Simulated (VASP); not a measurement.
# Al (P6/mmm) in VASP: further runs, part 2 of 2

VASP 6.6.1. The steps go on from the part before.

### Step 3. Single point, PBE

This run uses another cell than the first one, of 24.67 Å³/atom.

INCAR reads:

```
PREC = Accurate
ENCUT = 520
EDIFF = 1E-7
ISMEAR = 0
SIGMA = 0.1
LREAL = F
LASPH = T
NELM = 60
ALGO = Normal
ISIF = 2
LWAVE = F
LCHARG = F
GGA = PE
NBANDS = 14
```

KPOINTS reads:

```
regular mesh
0
Gamma
  6 6 4
```

POSCAR reads:

```
Al
1.0
    4.5491700249      0.0000000037      0.0000000000
   -2.2745850156      3.9396968059      0.0000000000
    0.0000000000      0.0000000000      5.5054632495
Al
4
Direct
    0.3333333333      0.6666666667      0.2500007321
    0.3333333333      0.6666666667      0.7499992679
    0.6666666667      0.3333333333      0.7499992679
    0.6666666667      0.3333333333      0.2500007321
```

Potentials or basis: VASP PAW PBE potentials, release 64 (Al).

Run with:

```bash
cat potpaw_PBE.64/Al/POTCAR > POTCAR
mpirun -np 1 vasp_std > vasp.out
```

OUTCAR:

```text
PREC = Accurate
   ENCUT = 520
   EDIFF = 1E-7
   ISMEAR = 0
   LREAL = F
   LASPH = T
   NELM = 60
   ISIF = 2
   GGA = PE

 ion  position               nearest neighbor table
   1  0.333  0.667  0.250-   4 2.63   4 2.63   4 2.63   2 2.75   2 2.75
   2  0.333  0.667  0.750-   3 2.63   3 2.63   3 2.63   1 2.75   1 2.75
   3  0.667  0.333  0.750-   2 2.63   2 2.63   2 2.63   4 2.75   4 2.75
   4  0.667  0.333  0.250-   1 2.63   1 2.63   1 2.63   3 2.75   3 2.75

  LATTYP: Found a hexagonal cell.
 ALAT       =     4.5491700249
 C/A-ratio  =     1.2102126804

  Lattice vectors:

 A1 = (   4.5491700249,   0.0000000037,   0.0000000000)
 A2 = (  -2.2745850156,   3.9396968059,   0.0000000000)
 A3 = (   0.0000000000,   0.0000000000,   5.5054632495)

Analysis of symmetry for initial positions (statically):
=====================================================================
 Subroutine PRICEL returns following result:

  LATTYP: Found a hexagonal cell.
 ALAT       =     4.5491700249
 C/A-ratio  =     0.6051081122

  Lattice vectors:
[... 198 lines left out ...]
      6       3.3793      2.00000
      7       6.1642      0.00000
      8       6.1642      0.00000
      9       6.3098      0.00000
     10       6.3098      0.00000
     11       6.6111      0.00000
     12       9.3208      0.00000
     13       9.3208      0.00000
     14       9.4220      0.00000
[... 326 lines left out ...]
      1      -1.3053      2.00000
      2      -1.3053      2.00000
      3      -1.3051      2.00000
      4      -1.3051      2.00000
      5       1.7412      2.00000
      6       1.7413      2.00000
      7       7.3404      0.00000
      8       7.3404      0.00000
      9       7.3405      0.00000
     10       7.3405      0.00000
     11       9.4177      0.00000
     12       9.4177      0.00000
     13       9.9120      0.00000
     14       9.9121      0.00000

------------------------ aborting loop because EDIFF is reached ----------------------------------------

  FORCE on cell =-STRESS in cart. coord.  units (eV):
  Direction    XX          YY          ZZ          XY          YZ          ZX
  --------------------------------------------------------------------------------------
  -------------------------------------------------------------------------------------
  Total        0.0253589      0.0253589     -0.0812378      0.0000000      0.0000000     -0.0000000
  in kB        0.4117683      0.4117683     -1.3191069      0.0000000      0.0000000     -0.0000000
  external PRESSURE =      -0.1651901 kB  Pullay stress =       0.0000000 kB

 VOLUME and BASIS-vectors are now :
 -----------------------------------------------------------------------------
  energy-cutoff  :      520.00
  volume of cell :       98.67
      direct lattice vectors                 reciprocal lattice vectors
     4.549170025  0.000000004  0.000000000     0.219820318  0.126913320  0.000000000
    -2.274585016  3.939696806  0.000000000    -0.000000000  0.253826639  0.000000000
     0.000000000  0.000000000  5.505463249     0.000000000  0.000000000  0.181637758

 POSITION                                       TOTAL-FORCE (eV/Angst)
 -----------------------------------------------------------------------------------
     -0.00000      2.62646      1.37637         0.000000     -0.000000      0.000000
     -0.00000      2.62646      4.12909        -0.000000     -0.000000      0.000000
      2.27459      1.31323      4.12909         0.000000      0.000000      0.000000
      2.27459      1.31323      1.37637        -0.000000      0.000000      0.000000
 -----------------------------------------------------------------------------------
    total drift:                               -0.000000      0.000000      0.000000

  FREE ENERGIE OF THE ION-ELECTRON SYSTEM (eV)
  ---------------------------------------------------
  free  energy   TOTEN  =       -12.9545225918 eV

  energy  without entropy=      -12.9457718492  energy(sigma->0) =      -12.95014722
```

OSZICAR:

```text
N       E                     dE             d eps       ncg     rms          rms(c)
DAV:   1     0.816368961866E+01    0.81637E+01   -0.41006E+03   588   0.658E+02
DAV:   2    -0.122028266493E+02   -0.20367E+02   -0.19310E+02   782   0.811E+01
DAV:   3    -0.129823281297E+02   -0.77950E+00   -0.77313E+00   744   0.143E+01
DAV:   4    -0.129951875861E+02   -0.12859E-01   -0.12858E-01   726   0.220E+00
DAV:   5    -0.129955843289E+02   -0.39674E-03   -0.39674E-03   758   0.408E-01    0.243E+00
DAV:   6    -0.129706128249E+02    0.24972E-01   -0.74987E-03   696   0.413E-01    0.149E+00
DAV:   7    -0.129530802569E+02    0.17533E-01   -0.20527E-02   690   0.714E-01    0.161E-01
DAV:   8    -0.129543732364E+02   -0.12930E-02   -0.22501E-03   690   0.203E-01    0.524E-02
DAV:   9    -0.129545222084E+02   -0.14897E-03   -0.29176E-04   702   0.778E-02    0.143E-02
DAV:  10    -0.129545206931E+02    0.15153E-05   -0.91307E-06   742   0.172E-02    0.111E-02
DAV:  11    -0.129545228726E+02   -0.21795E-05   -0.37230E-06   702   0.938E-03    0.210E-03
DAV:  12    -0.129545227388E+02    0.13381E-06   -0.48382E-08   594   0.131E-03    0.144E-03
DAV:  13    -0.129545225940E+02    0.14476E-06   -0.27099E-08   492   0.103E-03    0.406E-04
DAV:  14    -0.129545225918E+02    0.21874E-08   -0.37331E-09   396   0.388E-04
   1 F= -.12954523E+02 E0= -.12950147E+02  d E =-.875074E-02
```

stdout:

```text
POSCAR found type information on POSCAR Al
 POSCAR found :  1 types and       4 ions
 scaLAPACK will be used
 LDA part: xc-table for (Slater+PW92), standard interpolation
 POSCAR, INCAR and KPOINTS ok, starting setup
 FFT: planning ... GRIDC
 FFT: planning ... GRID_SOFT
 FFT: planning ... GRID
 WAVECAR not read
 entering main loop
```

It took 23 s on 1 thread of Intel Xeon Platinum 8488C (Sapphire Rapids), shared host; peak memory 0.22 GiB.

Results:

- Free energy: -12.9545 eV
- Pressure: 0.0 GPa
- Band gap on the k mesh: zero (bands 6 and 7 overlap by 2.18 eV)

Stress tensor (GPa, compression positive):
```
 0.04  0.00  0.00
 0.00  0.04  0.00
 0.00  0.00 -0.13
```

### Step 4. Relaxation of cell and atoms, PBE

INCAR reads:

```
SYSTEM = Al
PREC = Accurate
ENCUT = 600
EDIFF = 1E-6
ISMEAR = 0
SIGMA = 0.1
LREAL = .FALSE.
LASPH = .TRUE.
NELM = 100
ALGO = Fast
ISIF = 3
LWAVE = .FALSE.
LCHARG = .FALSE.
GGA = PE
IBRION = 2
NSW = 90
EDIFFG = -0.04
```

KPOINTS reads:

```
Automatic mesh
0
G
  6 6 4
  0 0 0
```

POSCAR reads:

```
Al
1.0
    3.5772005100      0.0000000000      0.0000000000
   -1.7886002600      3.0979465200      0.0000000000
    0.0000000000      0.0000000000      6.3635794400
Al
4
Direct
    0.3333333300      0.6666666700      0.2113052600
    0.3333333300      0.6666666700      0.7886947400
    0.6666666700      0.3333333300      0.7886947400
    0.6666666700      0.3333333300      0.2113052600
```

Run with:

```bash
cat potpaw_PBE.64/Al/POTCAR > POTCAR
mpirun -np 1 vasp_std > vasp.out
```

Run time: 2.7 min. Hardware: 1 thread of Intel Xeon Platinum 8488C (Sapphire Rapids), shared host; peak memory 0.21 GiB.

It converged, with:

- Free energy: -12.9530 eV
- Relaxed volume: 24.67 Å³/atom
- Relaxed cell: a = 4.552 Å, b = 4.552 Å, c = 5.500 Å, α = 90.00°, β = 90.00°, γ = 120.00°
- Space group after relaxing (to 0.1 Å): P6/mmm (No. 191)
- Energy gained by relaxing: 2091.6 meV/atom
- Ionic steps: 13
- Pressure after relaxing: 0.0 GPa
- Largest force after relaxing: 0.014 eV/Å
- Band gap on the k mesh: zero (bands 6 and 7 overlap by 2.17 eV)

Forces in eV/Å, atoms in the order of the input:
```
Al   0.000  0.000  0.014
Al   0.000  0.000 -0.014
Al   0.000  0.000 -0.014
Al   0.000  0.000  0.014
```

The path:
```tsv
step	energy change (eV)	largest force (eV/Å)	pressure (GPa)	volume (Å³)
1	0.0000	0.1530	60.57	70.52
2	-6.1827	0.4766	-5.63	154.24
3	-7.7683	0.4955	-0.31	110.30
4	-7.7676	0.5165	-0.88	111.78
5	-7.8307	0.5372	-1.01	110.57
6	-8.0379	0.4784	-1.37	106.91
7	-8.3579	0.0361	-0.32	99.55
8	-8.3401	0.3572	0.60	97.50
9	-8.3627	0.0283	-0.13	99.03
10	-8.3633	0.0759	-0.02	98.76
11	-8.3572	0.0779	0.11	98.25
12	-8.3650	0.0825	0.02	98.61
13	-8.3662	0.0142	-0.03	98.69
```

Final structure:
```
Al
1.0
     4.55184    0.00000    0.00000
    -2.27592    3.94201    0.00000
     0.00000    0.00000    5.50022
Al
4
Direct
  0.33333 0.66667 0.24976
  0.33333 0.66667 0.75024
  0.66667 0.33333 0.75024
  0.66667 0.33333 0.24976
```

Levels at points of the mesh, in eV from the Fermi level:
```csv
k point,band 3,band 4,band 5,band 6,band 7,band 8,band 9,band 10
"(0.00, 0.00, 0.00)",-3.52,-0.85,-0.85,-0.57,2.23,2.23,2.39,2.39
"(0.50, 0.00, 0.00)",-2.80,-2.13,-1.91,-1.59,-0.77,0.13,1.45,4.70
"(0.00, 0.00, 0.50)",0.21,0.21,0.22,0.22,0.54,0.56,1.72,1.73
"(0.50, 0.00, 0.50)",-4.65,-4.64,-0.84,-0.83,1.20,1.21,3.05,3.06
```

Caveat: the volume moved by over 15 % at a fixed basis, so the end points are rough.

### Step 5. The runs side by side

```csv
task,cell,cutoff (eV),gap on the mesh (eV),pressure (GPa),largest force (eV/Å)
single point,"a = 3.577, b = 3.577, c = 6.364 Å, angles 90.0, 90.0, 120.0°, 4 atoms, atomic positions A",520,none,60.6,0.16
single point,"a = 4.549, b = 4.549, c = 5.505 Å, angles 90.0, 90.0, 120.0°, 4 atoms, atomic positions B",520,none,0.0,-
relaxation of cell and atoms,"relaxed from a = 3.577, b = 3.577, c = 6.364 Å, angles 90.0, 90.0, 120.0°, 4 atoms, atomic positions A",600,none,0.0,0.01
```

Alike in all rows: level PBE; potentials or basis VASP PAW PBE potentials, release 64 (Al); no spin polarisation; k mesh 6 × 6 × 4; smearing gaussian 0.1 eV.

Caveats: the cell stands under pressure (at least some runs); the volume moved by over 15 % at a fixed basis, so the end points are rough (at least some runs).

Total energies depend on the potentials used, so only differences within one code and one set of settings carry meaning.
